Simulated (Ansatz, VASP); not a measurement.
# One calculation of Ti, two programs

The input INCAR:

```
SYSTEM = Ti
ALGO = Normal ; EDIFF = 1E-7
ENCUT = 520 ; GGA = PS
ISIF = 2 ; ISMEAR = 0
LASPH = .TRUE. ; LCHARG = .FALSE.
LREAL = .FALSE. ; LWAVE = .FALSE.
NBANDS = 19 ; NELM = 100
PREC = Accurate ; SIGMA = 0.15
```

KPOINTS

```
k-points
0
G
  18 18 10
  0 0 0
```

POSCAR

```
Ti
1.0
    2.8319979460      0.0000000000      0.0000000000
   -1.4159989730      2.4525821647      0.0000000000
    0.0000000000      0.0000000000      4.3111200000
Ti
2
Direct
    0.3333333333      0.6666666667      0.2500000000
    0.6666666667      0.3333333333      0.7500000000
```

Input for Ansatz:

```yaml
crystal:
  lattice:
    - [2.831997946, 0.0, 0.0]
    - [-1.415998973, 2.4525821647, 0.0]
    - [0.0, 0.0, 4.31112]
  atoms:
    - { symbol: Ti, position: [0.3333333333, 0.6666666667, 0.25] }
    - { symbol: Ti, position: [0.6666666667, 0.3333333333, 0.75] }
basis:
  ecutwfc: 420
kpoints:
  mp_grid: { grid: [18, 18, 10] }
hamiltonian:
  xc: pbesol
scf:
  occupations: { method: gaussian, width: 0.15 }
output:
  forces: true
  stress: true
  eigenvalues: true
```

Change from the starting cell: strain -0.040 along x and y, -0.080 along z, atoms carried along.

Alike in both runs: task single point; functional PBEsol; k mesh 18 × 18 × 10; occupations gaussian, width 0.15 eV; no spin polarisation.

```csv
,VASP,Ansatz
version,VASP 6.6.1,Ansatz 0.2.0
potentials or method,"VASP PAW PBE potentials, release 64 (Ti_sv), cutoff 520 eV","scalar-relativistic, plane waves, PAW"
valence electrons in the cell,24,24
```

VASP gave:

| Item | Value |
| --- | --- |
| gap on the k mesh at the Fermi level (eV) | none |
| pressure (GPa) | 15.7 |
| traceless stress, the component that is largest in VASP (GPa) | 3.76 |

Task: Estimate Ansatz's values.

Result: gap on the k mesh at the Fermi level (eV): none; pressure (GPa): 16.2; traceless stress, the component that is largest in VASP (GPa): 3.75.

VASP's potentials were made for PBE, not for PBEsol. A gap of «none» marks a metal or a gap that the smearing closes.
